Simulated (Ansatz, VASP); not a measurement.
**One calculation of CdS, two programs**

INCAR

```
  PREC = Accurate
  ENCUT = 630
  EDIFF = 1E-6
  ISMEAR = -1
  SIGMA = 0.03
  LREAL = False
  LASPH = True
  NELM = 120
  ALGO = Normal
  ISIF = 2
  LWAVE = False
  LCHARG = False
  GGA = PS
  NBANDS = 20
  GGA_COMPAT = False
```

File KPOINTS:

```
Automatic mesh
0
Gamma
  7 7 7
```

Contents of POSCAR:

```
CdS
1.0
    0.0000000000      2.9165000000      2.9165000000
    2.9165000000      0.0000000000      2.9165000000
    2.9165000000      2.9165000000      0.0000000000
Cd S
1 1
Direct
   -0.1575000000      0.0525000000      0.0525000000
    0.4075000000      0.1975000000      0.1975000000
```

Input for Ansatz:

```yaml
crystal:
  lattice:
    - [0.0, 2.9165, 2.9165]
    - [2.9165, 0.0, 2.9165]
    - [2.9165, 2.9165, 0.0]
  atoms:
    - { symbol: Cd, position: [-0.1575, 0.0525, 0.0525] }
    - { symbol: S, position: [0.4075, 0.1975, 0.1975] }
kpoints:
  mp_grid: { grid: [7, 7, 7] }
scf:
  occupations: { method: fermi_dirac, width: 0.03 }
hamiltonian:
  xc: pbesol
  pseudopotentials: { kind: paw, partial_waves: polarizable }
output:
  forces: true
  stress: true
  eigenvalues: true
```

Change from the starting cell: shortest bond scaled by 0.58, PAW files, partial_waves polarizable.

Alike in both runs: task single point; functional PBEsol; k mesh 7 × 7 × 7; occupations fermi-dirac, width 0.03 eV; no spin polarisation.

|  | VASP | Ansatz |
| --- | --- | --- |
| version | VASP 6.6.1 | Ansatz 0.2.0 |
| potentials or method | VASP PAW PBE potentials, release 64 (Cd_sv_GW, S) | PAW with Ansatz's default frozen-core files, scalar-relativistic |
| plane-wave cutoff (eV) | 630 | 420 |
| valence electrons in the cell | 26 | 26 |

|  | VASP | Ansatz | Ansatz less VASP |
| --- | --- | --- | --- |
| gap on the k mesh at the Fermi level (eV) | 1.29 | 1.18 | -0.113 |
| pressure (GPa) | 101.4 | 107.6 | +6.13 |
| traceless stress, the component that is largest in VASP (GPa) | -104.47 | -110.71 | -6.240 |
| rms of the force components (eV/Å) | 38.683 | 40.990 | +2.3069 |

VASP's potentials were made for PBE, not for PBEsol. Atom by atom the forces differ by 2.307 eV/Å (rms over components). Both programs put the cell under a high pressure, so it lies far from rest at this level. With one functional, cell and mesh, what is left measures potentials, basis and numerics.

Noted on VASP's run: the cell as given lies far from equilibrium.
